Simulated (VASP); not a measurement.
# BN (P1) in VASP: further runs

The runs below take BN through relaxation of cell and atoms, single point, with PBEsol.

Program: VASP 6.6.1. These are calculated values, not measurements. Logs are shortened: lines on timing, memory, paths and dates and some standing lists are left out, and cuts for length are marked.

## Step 1: The cell of the first run

The typed cell holds 4 atoms: a = 2.519 Å, b = 2.545 Å, c = 6.963 Å, α = 90.98°, β = 90.10°, γ = 120.64°.

## Step 2: Relaxation of cell and atoms, PBEsol

Input file INCAR:

```
SYSTEM = BN
PREC = Accurate
ENCUT = 600
EDIFF = 1E-6
ISMEAR = 0
SIGMA = 0.05
LREAL = .FALSE.
LASPH = .TRUE.
NELM = 100
ALGO = Normal
ISIF = 3
LWAVE = .FALSE.
LCHARG = .FALSE.
GGA = PS
IBRION = 2
NSW = 100
EDIFFG = -0.01
```

Input file KPOINTS:

```
regular mesh
0
G
  12 12 4
  0 0 0
```

Input file POSCAR:

```
BN
1.0
    2.5185572501     -0.0216202736     -0.0023755656
   -1.2780023313      2.2002419519     -0.0215270642
   -0.0066581458     -0.0735132211      6.9621305882
B N
2 2
Direct
    0.3414068438      0.6814428536      0.2567042592
    0.6806392869      0.3338016562      0.7526841826
    0.3445108653      0.7012316985      0.7560975615
    0.6334430041      0.2835237917      0.2345139967
```

Potentials or basis: VASP PAW PBE potentials, release 64 (B, N).

Launch:

```console
> cat potpaw_PBE.64/B/POTCAR potpaw_PBE.64/N/POTCAR > POTCAR
> mpirun -np 1 vasp_std > vasp.out
```

OUTCAR:

```text
SYSTEM = BN
   PREC = Accurate
   ENCUT = 600
   EDIFF = 1E-6
   ISMEAR = 0
   LREAL = .FALSE.
   LASPH = .TRUE.
   NELM = 100
   ISIF = 3
   GGA = PS
   IBRION = 2
   NSW = 100
   EDIFFG = -0.01

 ion  position               nearest neighbor table
   1  0.341  0.681  0.257-   4 1.33   4 1.53   4 1.54
   2  0.681  0.334  0.753-   3 1.39   3 1.44   3 1.55
   3  0.345  0.701  0.756-   2 1.39   2 1.44   2 1.55
   4  0.633  0.284  0.235-   1 1.33   1 1.53   1 1.54

  LATTYP: Found a triclinic cell.
 ALAT       =     2.5071777479
 B/A-ratio  =     1.0045762289
 C/A-ratio  =     2.7770356052
 COS(alpha) =     0.0018087504
 COS(beta)  =     0.0191810927
 COS(gamma) =     0.4873327265

  Lattice vectors:

 A1 = (   1.2405549188,   2.1786216783,  -0.0239026298)
 A2 = (   2.5185572501,  -0.0216202736,  -0.0023755656)
 A3 = (   0.0066581458,   0.0735132211,  -6.9621305882)

Analysis of symmetry for initial positions (statically):
=====================================================================
 Subroutine PRICEL returns:
 Original cell was already a primitive cell.

 Routine SETGRP: Setting up the symmetry group for a
 triclinic supercell.

 Subroutine GETGRP returns: Found  1 space group operations
 (whereof  1 operations were pure point group operations)
 out of a pool of  2 trial point group operations.

The static configuration has the point symmetry C_1 .

Analysis of symmetry for dynamics (positions and initial velocities):
=====================================================================
 Subroutine PRICEL returns:
 Original cell was already a primitive cell.

 Routine SETGRP: Setting up the symmetry group for a
 triclinic supercell.

 Subroutine GETGRP returns: Found  1 space group operations
 (whereof  1 operations were pure point group operations)
 out of a pool of  2 trial point group operations.

The dynamic configuration has the point symmetry C_1 .

 Subroutine INISYM returns: Found  1 space group operations
 (whereof  1 operations are pure point group operations),
 and found     1 'primitive' translations

----------------------------------------------------------------------------------------

                                     Primitive cell

  volume of cell :      38.3836

  direct lattice vectors                    reciprocal lattice vectors
     2.518557250 -0.021620274 -0.002375566     0.399045348  0.231811684  0.002829324
    -1.278002331  2.200241952 -0.021527064     0.003926101  0.456823162  0.004827356
    -0.006658146 -0.073513221  6.962130588     0.000148299  0.001491605  0.143650083

[... 118 lines left out ...]
 conjugate gradient relaxation of ions
 non-spin polarized calculation
 Gauss-broadening in eV      SIGMA  =   0.05
  energy-cutoff  :      600.00
  volume of cell :       38.38
 maximum number of plane-waves:      1300
   NGX = 11   NGY = 11   NGZ = 27

--------------------------------------- Ionic step        1  -------------------------------------------

 number of electron      15.9999999 magnetization

 Free energy of the ion-electron system (eV)
  ---------------------------------------------------
  ext. energy  EPLUGINS =         0.00000000
  ---------------------------------------------------
  free energy    TOTEN  =       -35.82289816 eV

  energy without entropy =      -35.82289816  energy(sigma->0) =      -35.82289816

------------------------ aborting loop because EDIFF is reached ----------------------------------------

  FORCE on cell =-STRESS in cart. coord.  units (eV):
  Direction    XX          YY          ZZ          XY          YZ          ZX
  --------------------------------------------------------------------------------------
  -------------------------------------------------------------------------------------
  Total       -2.5093101      2.4000277     -0.3258242      1.4750428     -1.0383282     -0.0348510
  in kB     -104.7416533    100.1800731    -13.6002975     61.5700808    -43.3410798     -1.4547211
  external PRESSURE =      -6.0539592 kB  Pullay stress =       0.0000000 kB
[... 95 lines left out ...]
  FREE ENERGIE OF THE ION-ELECTRON SYSTEM (eV)
  ---------------------------------------------------
  free  energy   TOTEN  =       -36.4323160966 eV

  energy  without entropy=      -36.4323160966  energy(sigma->0) =      -36.43231610

 E-fermi :   2.0695     XC(G=0):  -9.9993

 val. band max:        1.8695267447   @ k =   0.3333   0.3333   0.5000
 cond. band min:       5.9997988976   @ k =   0.5000  -0.0000   0.0000
 fundamental gap:      4.1302721530
 Fermi energy:         2.0695057493

 k-point     1 :       0.0000    0.0000    0.0000
  band No.  band energies     occupation
      1     -15.8725      2.00000
      2     -15.6551      2.00000
      3      -4.2632      2.00000
      4      -2.5045      2.00000
      5       0.5009      2.00000
      6       0.5317      2.00000
      7       0.5448      2.00000
      8       0.5753      2.00000
      9       6.6547      0.00000
     10      11.4869      0.00000
     11      13.3121      0.00000
     12      13.3690      0.00000
[... 333 lines left out ...]
      1     -12.7976      2.00000
      2     -12.7019      2.00000
      3      -6.2469      2.00000
      4      -6.1791      2.00000
      5      -3.4817      2.00000
      6      -3.4289      2.00000
      7       0.2356      2.00000
      8       1.2601      2.00000
      9       6.9336      0.00000
     10       7.7484      0.00000
     11      11.9723      0.00000
     12      13.8511      0.00000

 [... further k-points ...]

[... ionic steps 4 to 30 ...]

--------------------------------------- Ionic step       31  -------------------------------------------

 number of electron      15.9999999 magnetization

------------------------ aborting loop because EDIFF is reached ----------------------------------------
[... 71 lines left out ...]
--------------------------------------- Ionic step       33  -------------------------------------------

 number of electron      15.9999999 magnetization

 Free energy of the ion-electron system (eV)
  ---------------------------------------------------
  ext. energy  EPLUGINS =         0.00000000
  ---------------------------------------------------
  free energy    TOTEN  =       -36.57903797 eV

  energy without entropy =      -36.57903797  energy(sigma->0) =      -36.57903797

 E-fermi :   2.1749     XC(G=0): -10.0805

 val. band max:        1.9325923738   @ k =   0.3333   0.3333   0.5000
 cond. band min:       6.0838542374   @ k =   0.5000  -0.0000   0.0000
 fundamental gap:      4.1512618636
 Fermi energy:         2.1749424652

 k-point     1 :       0.0000    0.0000    0.0000
  band No.  band energies     occupation
      1     -15.7943      2.00000
      2     -15.5580      2.00000
      3      -4.2195      2.00000
      4      -2.3614      2.00000
      5       0.6190      2.00000
      6       0.6209      2.00000
      7       0.6463      2.00000
      8       0.6471      2.00000
      9       6.8015      0.00000
     10      11.7134      0.00000
     11      13.4286      0.00000
     12      13.4392      0.00000
[... 376 lines left out ...]
  FREE ENERGIE OF THE ION-ELECTRON SYSTEM (eV)
  ---------------------------------------------------
  free  energy   TOTEN  =       -36.5790379658 eV

  energy  without entropy=      -36.5790379658  energy(sigma->0) =      -36.57903797

 reached required accuracy - stopping structural energy minimisation
```

Wall time 13 min (1 thread of AMD EPYC 9R45 (Zen 5), shared host); peak memory 0.25 GiB.

What came out:

* Free energy: -36.5790 eV
* Relaxed volume: 9.32 Å³/atom
* Relaxed cell: a = 2.505 Å, b = 2.505 Å, c = 6.860 Å, α = 89.77°, β = 90.05°, γ = 120.00°
* Space group after relaxing (to 0.05 Å): Cmcm (No. 63)
* Energy gained by relaxing: 189.0 meV/atom
* Ionic steps: 33
* Pressure after relaxing: 0.0 GPa
* Largest force after relaxing: 0.006 eV/Å
* Band gap on the k mesh: 4.15 eV, indirect (least direct gap 4.57 eV)

Forces in eV/Å, atoms in the order of the input:
```
B    0.001  0.000  0.002
B   -0.004 -0.003 -0.004
N    0.003 -0.001  0.000
N    0.000  0.004  0.002
```

Step by step:
```tsv
step	energy change (eV)	largest force (eV/Å)	pressure (GPa)	volume (Å³)
1	0.0000	6.5477	-0.61	38.38
2	3.1193	11.7338	39.09	38.13
3	-0.6094	1.8437	-4.85	38.33
4	-0.6105	1.7830	-4.92	38.33
5	-0.5778	3.6299	8.54	36.94
6	-0.7217	1.0258	0.74	37.67
7	-0.6898	1.6330	1.99	37.54
8	-0.7521	0.3223	0.96	37.62
9	-0.7523	0.3304	-0.91	37.81
10	-0.7548	0.1239	0.00	37.72
11	-0.7550	0.1281	-0.27	37.74
12	-0.7552	0.0372	-0.16	37.73
13	-0.7552	0.0394	0.02	37.70
14	-0.7552	0.0226	-0.03	37.71
15	-0.7553	0.0172	0.03	37.70
16	-0.7553	0.0174	0.03	37.70
17	-0.7553	0.0194	0.00	37.70
18	-0.7553	0.0401	-0.07	37.69
19	-0.7553	0.0395	-0.10	37.68
20	-0.7554	0.0372	-0.09	37.68
21	-0.7554	0.0367	-0.10	37.66
22	-0.7555	0.0472	-0.14	37.63
23	-0.7555	0.0624	-0.16	37.62
24	-0.7555	0.0614	-0.15	37.61
25	-0.7556	0.0586	-0.14	37.59
26	-0.7557	0.0535	-0.11	37.56
27	-0.7558	0.0602	-0.06	37.49
28	-0.7560	0.0873	0.04	37.35
29	-0.7561	0.0306	0.03	37.31
30	-0.7561	0.0299	0.02	37.30
31	-0.7561	0.0201	0.01	37.29
32	-0.7561	0.0171	-0.01	37.29
33	-0.7561	0.0064	0.00	37.28
```

Final structure:
```cif
data_structure
_symmetry_space_group_name_H-M 'P 1'
_symmetry_Int_Tables_number 1
_cell_length_a 2.5049
_cell_length_b 2.5053
_cell_length_c 6.8601
_cell_angle_alpha 89.768
_cell_angle_beta 90.046
_cell_angle_gamma 119.998
_cell_volume 37.28
loop_
_atom_site_label
_atom_site_type_symbol
_atom_site_fract_x
_atom_site_fract_y
_atom_site_fract_z
_atom_site_occupancy
B1 B 0.32331 0.65325 0.24878 1
B2 B 0.67671 0.34676 0.75123 1
N1 N 0.34335 0.68010 0.75119 1
N2 N 0.65663 0.31989 0.24880 1
```

Levels at points of the mesh, in eV from the valence-band top:
| k point | band 4 | band 5 | band 6 | band 7 | band 8 | band 9 | band 10 | band 11 | band 12 |
| --- | --- | --- | --- | --- | --- | --- | --- | --- | --- |
| (0.00, 0.00, 0.00) | -4.29 | -1.31 | -1.31 | -1.29 | -1.29 | 4.87 | 9.78 | 11.50 | 11.51 |
| (0.50, 0.00, 0.00) | -8.85 | -4.14 | -4.09 | -1.39 | -0.48 | 4.15 | 5.50 | 9.40 | 9.90 |
| (0.00, 0.50, 0.00) | -8.87 | -4.13 | -4.08 | -1.35 | -0.54 | 4.30 | 5.37 | 9.41 | 9.89 |
| (0.50, 0.50, 0.00) | -8.86 | -4.13 | -4.09 | -1.38 | -0.50 | 4.19 | 5.47 | 9.41 | 9.90 |
| (0.00, 0.00, 0.50) | -5.30 | -1.30 | -1.30 | -1.30 | -1.30 | 7.06 | 7.12 | 11.55 | 11.55 |
| (0.50, 0.00, 0.50) | -8.89 | -4.11 | -4.11 | -0.94 | -0.92 | 4.64 | 4.66 | 9.80 | 9.81 |
| (0.00, 0.50, 0.50) | -8.89 | -4.11 | -4.11 | -0.95 | -0.91 | 4.62 | 4.68 | 9.82 | 9.82 |
| (0.50, 0.50, 0.50) | -8.89 | -4.11 | -4.11 | -0.94 | -0.92 | 4.65 | 4.65 | 9.81 | 9.81 |

Caveat: the cell differs from its parent crystal (all atoms moved at random, sigma 0.05 Å a component, cell strained at random, sigma 0.01); the PAW data sets were made with another functional, which shifts forces and pressure a little. A k mesh can miss the band edges.

## Step 3: Single point, PBEsol (atoms moved at random and the cell strained at random)

Input file INCAR:

```
SYSTEM = BN
PREC     = Accurate       ! precision mode
ENCUT    = 520            ! plane-wave cutoff, eV
EDIFF    = 1E-6           ! SCF threshold, eV
ISMEAR   = 0              ! smearing method
SIGMA    = 0.05           ! smearing width, eV
LREAL    = .False.        ! projectors in reciprocal space
LASPH    = .True.         ! aspherical terms in the spheres
NELM     = 100            ! most SCF steps
ALGO     = Normal         ! electronic algorithm
ISIF     = 2              ! what is computed and relaxed
LWAVE    = .False.        ! write WAVECAR
LCHARG   = .True.         ! write CHGCAR
GGA      = PS             ! functional
LELF     = .True.         ! ELF
LVHAR    = .True.       
NBANDS   = 16             ! bands
```

Input file KPOINTS:

```
Automatic mesh
0
Gamma
  12 12 4
  0 0 0
```

POSCAR is that of step 2.

Potentials or basis: VASP PAW PBE potentials, release 64 (B, N).

Launch:

```console
> cat potpaw_PBE.64/B/POTCAR potpaw_PBE.64/N/POTCAR > POTCAR
> mpirun -np 1 vasp_std > vasp.out
```

It took 90 s on 1 thread of AMD EPYC 9R45 (Zen 5), shared host; peak memory 0.23 GiB.

The run converged. Its results:

```
Free energy            : -35.8164 eV
Pressure               : -0.5 GPa
Largest force          : 6.544 eV/Å
Band gap on the k mesh : 3.27 eV, indirect (least direct gap 4.13 eV)
```

Forces on the atoms (eV/Å):
```
B   -0.412 -6.259 -1.780
B   -1.665  2.985  0.372
N    1.665 -3.000 -0.408
N    0.412  6.274  1.816
```

Stress tensor (GPa, compression positive):
```
-10.29   6.16  -0.15
  6.16  10.19  -4.33
 -0.15  -4.33  -1.26
```

Levels at points of the mesh, in eV from the valence-band top:
| k point | band 4 | band 5 | band 6 | band 7 | band 8 | band 9 | band 10 | band 11 | band 12 | band 13 |
| --- | --- | --- | --- | --- | --- | --- | --- | --- | --- | --- |
| (0.00, 0.00, 0.00) | -4.58 | -2.95 | -2.66 | -0.66 | 0.00 | 4.18 | 9.18 | 9.28 | 9.58 | 10.86 |
| (0.50, 0.00, 0.00) | -8.84 | -4.73 | -4.41 | -1.80 | -0.85 | 3.95 | 5.37 | 8.18 | 8.61 | 11.98 |
| (0.00, 0.50, 0.00) | -9.24 | -3.92 | -3.51 | -1.25 | -0.77 | 3.39 | 4.03 | 9.06 | 9.55 | 11.65 |
| (0.50, 0.50, 0.00) | -8.93 | -4.80 | -4.19 | -2.06 | -1.12 | 4.04 | 5.57 | 8.53 | 9.26 | 11.91 |
| (0.00, 0.00, 0.50) | -5.54 | -2.95 | -2.66 | -0.66 | 0.00 | 5.70 | 7.15 | 9.20 | 9.57 | 11.50 |
| (0.50, 0.00, 0.50) | -8.85 | -4.72 | -4.41 | -1.50 | -1.15 | 4.26 | 4.79 | 8.33 | 8.62 | 12.46 |
| (0.00, 0.50, 0.50) | -9.24 | -3.92 | -3.52 | -1.04 | -0.88 | 3.27 | 3.77 | 9.35 | 9.59 | 12.35 |
| (0.50, 0.50, 0.50) | -8.97 | -4.80 | -4.19 | -1.66 | -1.54 | 4.45 | 4.87 | 8.72 | 9.31 | 12.49 |

Caveat: the cell differs from its parent crystal (atoms moved at random and the cell strained at random); the PAW data sets were made with another functional, which shifts forces and pressure a little.
